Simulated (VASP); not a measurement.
# Os (Fd-3m) in VASP: a series of runs, part 2 of 3

VASP 6.6.1. Earlier steps stand in the parts before.

## (3) Single point, PBEsol (22.49 Å³/atom)

This run uses another cell than the first one, of 22.49 Å³/atom.

Contents of INCAR:

```
SYSTEM = Os
PREC     = Accurate       ! precision mode
ENCUT    = 520            ! plane-wave cutoff, eV
EDIFF    = 1E-7           ! SCF threshold, eV
ISMEAR   = -1             ! smearing method
SIGMA    = 0.1            ! smearing width, eV
LREAL    = .FALSE.        ! projectors in reciprocal space
LASPH    = .TRUE.         ! aspherical terms in the spheres
NELM     = 100            ! most SCF steps
ALGO     = Normal         ! electronic algorithm
ISIF     = 2              ! what is computed and relaxed
LWAVE    = .FALSE.        ! write WAVECAR
LCHARG   = .TRUE.         ! write CHGCAR
GGA      = PS             ! functional
LELF     = .TRUE.         ! ELF
LVHAR    = .TRUE.       
NBANDS   = 15             ! bands
```

Contents of KPOINTS:

```
Automatic mesh
0
G
  11 11 11
  0 0 0
```

Contents of POSCAR:

```
Os
1.0
    0.0000000000      2.8226961315      2.8226961315
    2.8226961315      0.0000000000      2.8226961315
    2.8226961315      2.8226961315      0.0000000000
Os
2
Direct
    0.1250000000      0.1250000000      0.1250000000
    0.8750000000      0.8750000000      0.8750000000
```

Potentials or basis: VASP PAW PBE potentials, release 64 (Os).

On the command line:

```console
$ cat potpaw_PBE.64/Os/POTCAR > POTCAR
$ mpirun -np 1 vasp_std > vasp.out
```

OUTCAR:

```text
SYSTEM = Os
   PREC = Accurate
   ENCUT = 520
   EDIFF = 1E-7
   ISMEAR = -1
   LREAL = .FALSE.
   LASPH = .TRUE.
   NELM = 100
   ISIF = 2
   GGA = PS

 ion  position               nearest neighbor table
   1  0.125  0.125  0.125-   2 2.44   2 2.44   2 2.44   2 2.44
   2  0.875  0.875  0.875-   1 2.44   1 2.44   1 2.44   1 2.44

  LATTYP: Found a face centered cubic cell.
 ALAT       =     5.6453922630

  Lattice vectors:

 A1 = (   0.0000000000,   2.8226961315,   2.8226961315)
 A2 = (   2.8226961315,   0.0000000000,   2.8226961315)
 A3 = (   2.8226961315,   2.8226961315,   0.0000000000)

Analysis of symmetry for initial positions (statically):
=====================================================================
 Subroutine PRICEL returns:
 Original cell was already a primitive cell.

 Routine SETGRP: Setting up the symmetry group for a
 face centered cubic supercell.

 Subroutine GETGRP returns: Found 48 space group operations
 (whereof 12 operations were pure point group operations)
 out of a pool of 48 trial point group operations.

The static configuration has the point symmetry D_3d.
 The point group associated with its full space group is O_h .

Analysis of symmetry for dynamics (positions and initial velocities):
=====================================================================
 Subroutine PRICEL returns:
 Original cell was already a primitive cell.

 Routine SETGRP: Setting up the symmetry group for a
 face centered cubic supercell.

 Subroutine GETGRP returns: Found 48 space group operations
 (whereof 12 operations were pure point group operations)
 out of a pool of 48 trial point group operations.

The dynamic configuration has the point symmetry D_3d.
 The point group associated with its full space group is O_h .

 Subroutine INISYM returns: Found 48 space group operations
 (whereof 12 operations are pure point group operations),
 and found     1 'primitive' translations

[... 122 lines left out ...]
   IVDW    =     0    specifies the selected vdW correction
   LEPSILON=     F    determine dielectric tensor
   LRPA    =     F    only Hartree local field effects (RPA)
 non-spin polarized calculation
  energy-cutoff  :      520.00
  volume of cell :       44.98
 maximum number of plane-waves:      1243
 NGX is ok and might be reduce to    30
   NGX = 15   NGY = 15   NGZ = 15

 number of electron      16.0000000 magnetization

 Free energy of the ion-electron system (eV)
  ---------------------------------------------------
  ext. energy  EPLUGINS =         0.00000000
  ---------------------------------------------------
  free energy    TOTEN  =       -21.41623734 eV

  energy without entropy =      -21.35379423  energy(sigma->0) =      -21.38501578

 E-fermi :   3.7207     XC(G=0): -11.1325

 val. band max:        3.7036712994   @ k =   0.4545   0.2727   0.0000
 cond. band min:       3.7333515363   @ k =   0.4545   0.2727   0.0909
 fundamental gap:      0.0296802369
 Fermi energy:         3.7206532616

 k-point     1 :       0.0000    0.0000    0.0000
  band No.  band energies     occupation
      1      -3.5799      2.00000
      2      -0.1659      2.00000
      3      -0.1659      2.00000
      4       0.3393      2.00000
      5       0.3393      2.00000
      6       0.3393      2.00000
      7       3.1895      1.99018
      8       3.1895      1.99018
      9       3.1895      1.99018
     10       6.0449      0.00000
     11       6.0449      0.00000
     12      14.6912      0.00000
     13      14.6937      0.00000
     14      16.3327      0.00000
[... 401 lines left out ...]
      2      -0.6285      2.00000
      3      -0.0466      2.00000
      4       0.0312      2.00000
      5       0.4941      2.00000
      6       1.3144      2.00000
      7       2.4036      2.00000
      8       2.7354      1.99989
      9       3.8923      0.30478
     10       5.1768      0.00000
     11       6.2951      0.00000
     12      10.3637      0.00000
     13      11.0163      0.00000
     14      14.3346      0.00000
     15      14.4692      0.00000

 [... further k-points ...]

------------------------ aborting loop because EDIFF is reached ----------------------------------------

  FORCE on cell =-STRESS in cart. coord.  units (eV):
  Direction    XX          YY          ZZ          XY          YZ          ZX
  --------------------------------------------------------------------------------------
  -------------------------------------------------------------------------------------
  Total       -4.2659382     -4.2659382     -4.2659382     -0.0000000      0.0000000      0.0000000
  in kB     -151.9507188   -151.9507188   -151.9507188     -0.0000000      0.0000000      0.0000000
  external PRESSURE =    -151.9507188 kB  Pullay stress =       0.0000000 kB

 VOLUME and BASIS-vectors are now :
 -----------------------------------------------------------------------------
  energy-cutoff  :      520.00
  volume of cell :       44.98
      direct lattice vectors                 reciprocal lattice vectors
     0.000000000  2.822696131  2.822696131    -0.177135610  0.177135610  0.177135610
     2.822696131  0.000000000  2.822696131     0.177135610 -0.177135610  0.177135610
     2.822696131  2.822696131  0.000000000     0.177135610  0.177135610 -0.177135610

 POSITION                                       TOTAL-FORCE (eV/Angst)
 -----------------------------------------------------------------------------------
      0.70567      0.70567      0.70567        -0.000000     -0.000000     -0.000000
      4.93972      4.93972      4.93972         0.000000      0.000000      0.000000
 -----------------------------------------------------------------------------------
    total drift:                               -0.000000      0.000000      0.000000

  FREE ENERGIE OF THE ION-ELECTRON SYSTEM (eV)
  ---------------------------------------------------
  free  energy   TOTEN  =       -21.4162373399 eV

  energy  without entropy=      -21.3537942288  energy(sigma->0) =      -21.38501578
```

Run time: 59 s. Hardware: 1 thread of Intel Xeon 8259CL, shared host; peak memory 0.19 GiB.

Results:

| Property | Result |
| --- | --- |
| Free energy | -21.4162 eV |
| Pressure | -15.2 GPa |
| Band gap on the k mesh | zero (bands 8 and 9 overlap by 0.97 eV) |

Caveat: the cell stands under tension; the PAW data sets were made with another functional, which shifts forces and pressure a little; spin-orbit coupling is left out, which moves the levels of the heavy elements.

## (4) Single point, PBEsol (23.32 Å³/atom)

This run uses another cell than the first one, of 23.32 Å³/atom.

Contents of INCAR:

```
SYSTEM = Os
PREC = Accurate
ENCUT = 520
EDIFF = 1E-7
ISMEAR = -1
SIGMA = 0.1
LREAL = .False.
LASPH = .True.
NELM = 80
ALGO = Normal
ISIF = 2
LWAVE = .False.
LCHARG = .True.
GGA = PS
LELF = .True.
LVHAR = .True.
NBANDS = 15
```

Contents of KPOINTS:

```
regular mesh
0
Gamma
  11 11 11
  0 0 0
```

Contents of POSCAR:

```
Os
1.0
    0.0000000000      2.8571226480      2.8571226480
    2.8571226480      0.0000000000      2.8571226480
    2.8571226480      2.8571226480      0.0000000000
Os
2
Direct
    0.1250000000      0.1250000000      0.1250000000
    0.8750000000      0.8750000000      0.8750000000
```

Potentials or basis: VASP PAW PBE potentials, release 64 (Os).

On the command line:

```console
$ cat potpaw_PBE.64/Os/POTCAR > POTCAR
$ mpirun -np 1 vasp_std > vasp.out
```

OUTCAR:

```text
SYSTEM = Os
   PREC = Accurate
   ENCUT = 520
   EDIFF = 1E-7
   ISMEAR = -1
   LREAL = .False.
   LASPH = .True.
   NELM = 80
   ISIF = 2
   GGA = PS

 ion  position               nearest neighbor table
   1  0.125  0.125  0.125-   2 2.47   2 2.47   2 2.47   2 2.47
   2  0.875  0.875  0.875-   1 2.47   1 2.47   1 2.47   1 2.47

  LATTYP: Found a face centered cubic cell.
 ALAT       =     5.7142452960

  Lattice vectors:

 A1 = (   0.0000000000,   2.8571226480,   2.8571226480)
 A2 = (   2.8571226480,   0.0000000000,   2.8571226480)
 A3 = (   2.8571226480,   2.8571226480,   0.0000000000)

Analysis of symmetry for initial positions (statically):
=====================================================================
 Subroutine PRICEL returns:
 Original cell was already a primitive cell.

 Routine SETGRP: Setting up the symmetry group for a
 face centered cubic supercell.

 Subroutine GETGRP returns: Found 48 space group operations
 (whereof 12 operations were pure point group operations)
 out of a pool of 48 trial point group operations.

The static configuration has the point symmetry D_3d.
[... 177 lines left out ...]
      6       0.1144      2.00000
      7       2.8612      1.98800
      8       2.8612      1.98800
      9       2.8612      1.98800
     10       5.5499      0.00000
     11       5.5499      0.00000
     12      14.1436      0.00000
     13      14.1801      0.00000
     14      15.8253      0.00000
[... 401 lines left out ...]
      2      -0.7716      2.00000
      3      -0.2215      2.00000
      4      -0.1653      2.00000
      5       0.2716      2.00000
      6       1.0497      2.00000
      7       2.1240      1.99999
      8       2.4326      1.99983
      9       3.5463      0.29840
     10       4.7412      0.00000
     11       5.7876      0.00000
     12       9.7499      0.00000
     13      10.4218      0.00000
     14      13.7808      0.00000
     15      13.8880      0.00000

 [... further k-points ...]

------------------------ aborting loop because EDIFF is reached ----------------------------------------

  FORCE on cell =-STRESS in cart. coord.  units (eV):
  Direction    XX          YY          ZZ          XY          YZ          ZX
  --------------------------------------------------------------------------------------
  -------------------------------------------------------------------------------------
  Total       -5.8726168     -5.8726168     -5.8726168     -0.0000000      0.0000000      0.0000000
  in kB     -201.7091494   -201.7091494   -201.7091494     -0.0000000      0.0000000      0.0000000
  external PRESSURE =    -201.7091494 kB  Pullay stress =       0.0000000 kB

 VOLUME and BASIS-vectors are now :
 -----------------------------------------------------------------------------
  energy-cutoff  :      520.00
  volume of cell :       46.65
      direct lattice vectors                 reciprocal lattice vectors
     0.000000000  2.857122648  2.857122648    -0.175001238  0.175001238  0.175001238
     2.857122648  0.000000000  2.857122648     0.175001238 -0.175001238  0.175001238
     2.857122648  2.857122648  0.000000000     0.175001238  0.175001238 -0.175001238

 POSITION                                       TOTAL-FORCE (eV/Angst)
 -----------------------------------------------------------------------------------
      0.71428      0.71428      0.71428         0.000000      0.000000      0.000000
      4.99996      4.99996      4.99996        -0.000000     -0.000000     -0.000000
 -----------------------------------------------------------------------------------
    total drift:                               -0.000000      0.000000      0.000000

  FREE ENERGIE OF THE ION-ELECTRON SYSTEM (eV)
  ---------------------------------------------------
  free  energy   TOTEN  =       -21.2320914070 eV

  energy  without entropy=      -21.1668205398  energy(sigma->0) =      -21.19945597
```

OSZICAR:

```text
N       E                     dE             d eps       ncg     rms          rms(c)
DAV:   1     0.752273771613E+02    0.75227E+02   -0.67643E+03  1680   0.948E+02
DAV:   2    -0.171262265895E+02   -0.92354E+02   -0.77907E+02  1876   0.271E+02
DAV:   3    -0.222159873410E+02   -0.50898E+01   -0.48144E+01  2052   0.538E+01
DAV:   4    -0.222761731899E+02   -0.60186E-01   -0.59856E-01  1918   0.629E+00
DAV:   5    -0.222765171300E+02   -0.34394E-03   -0.34393E-03  2044   0.467E-01    0.120E+01
DAV:   6    -0.214114980990E+02    0.86502E+00   -0.11096E+00  2065   0.813E+00    0.484E+00
DAV:   7    -0.212482265550E+02    0.16327E+00   -0.31061E-01  2093   0.414E+00    0.999E-01
DAV:   8    -0.212320463005E+02    0.16180E-01   -0.19695E-02  1729   0.986E-01    0.188E-01
DAV:   9    -0.212320720061E+02   -0.25706E-04   -0.37060E-04  1995   0.125E-01    0.466E-02
DAV:  10    -0.212320912225E+02   -0.19216E-04   -0.16541E-05  1785   0.388E-02    0.768E-03
DAV:  11    -0.212320913943E+02   -0.17182E-06   -0.15776E-06  2114   0.814E-03    0.337E-03
DAV:  12    -0.212320914070E+02   -0.12770E-07   -0.58600E-08  1239   0.238E-03
   1 F= -.21232091E+02 E0= -.21199456E+02  d E =-.652709E-01
```

Run time: 71 s. Hardware: 1 thread of Intel Xeon 8259CL, shared host; peak memory 0.19 GiB.

What came out:

```
Free energy            : -21.2321 eV
Pressure               : -20.2 GPa
Band gap on the k mesh : zero (bands 8 and 9 overlap by 0.92 eV)
```

Caveat: the cell stands under tension; the PAW data sets were made with another functional, which shifts forces and pressure a little; spin-orbit coupling is left out, which moves the levels of the heavy elements.

## (5) Relaxation of cell and atoms, PBEsol

This run uses another cell than the first one, of 18.89 Å³/atom.

Contents of INCAR:

```
SYSTEM = Os
PREC = Accurate
ENCUT = 600
EDIFF = 1E-6
ISMEAR = -1
SIGMA = 0.1
LREAL = .False.
LASPH = .True.
NELM = 100
ALGO = Normal
ISIF = 3
LWAVE = .False.
LCHARG = .False.
GGA = PS
IBRION = 2
NSW = 80
EDIFFG = -0.01
```

Contents of KPOINTS:

```
Automatic mesh
0
Gamma
  10 10 10
  0 0 0
```

Contents of POSCAR:

```
Os
1.0
    0.0000000000      2.6631674351      2.6631674351
    2.6631674351      0.0000000000      2.6631674351
    2.6631674351      2.6631674351      0.0000000000
Os
2
Direct
    0.1250000000      0.1250000000      0.1250000000
    0.8750000000      0.8750000000      0.8750000000
```

On the command line:

```console
$ cat potpaw_PBE.64/Os/POTCAR > POTCAR
$ mpirun -np 1 vasp_std > vasp.out
```

Wall time 3.3 min (1 thread of Intel Xeon 8259CL, shared host); peak memory 0.19 GiB.

The run converged. Its results:

* Free energy: -21.5951 eV
* Relaxed volume: 20.72 Å³/atom
* Relaxed cell: a = 3.884 Å, b = 3.884 Å, c = 3.884 Å, α = 60.00°, β = 60.00°, γ = 60.00°
* Space group after relaxing (to 0.1 Å): Fd-3m (No. 227)
* Pressure after relaxing: 0.1 GPa
* Band gap on the k mesh: zero (bands 8 and 9 overlap by 1.15 eV)

Final structure:
```
CELL_PARAMETERS angstrom
0.00000 2.74667 2.74667
2.74667 0.00000 2.74667
2.74667 2.74667 0.00000
ATOMIC_POSITIONS crystal
Os 0.12500 0.12500 0.12500
Os 0.87500 0.87500 0.87500
```

Levels at points of the mesh, in eV from the Fermi level:
```tsv
k point	band 6	band 7	band 8	band 9	band 10	band 11
(0.00, 0.00, 0.00)	-3.67	-0.58	-0.58	-0.58	2.68	2.68
(0.50, 0.00, 0.00)	-3.93	-1.60	0.41	0.41	1.92	1.92
(0.50, 0.50, 0.00)	-2.90	-1.34	-1.34	2.30	2.30	3.48
```

Caveat: the PAW data sets were made with another functional, which shifts forces and pressure a little; spin-orbit coupling is left out, which moves the levels of the heavy elements.

(Part 2 of 3 ends here.)

The gap in the log of VASP goes by the Fermi energy; the results here count the filled bands.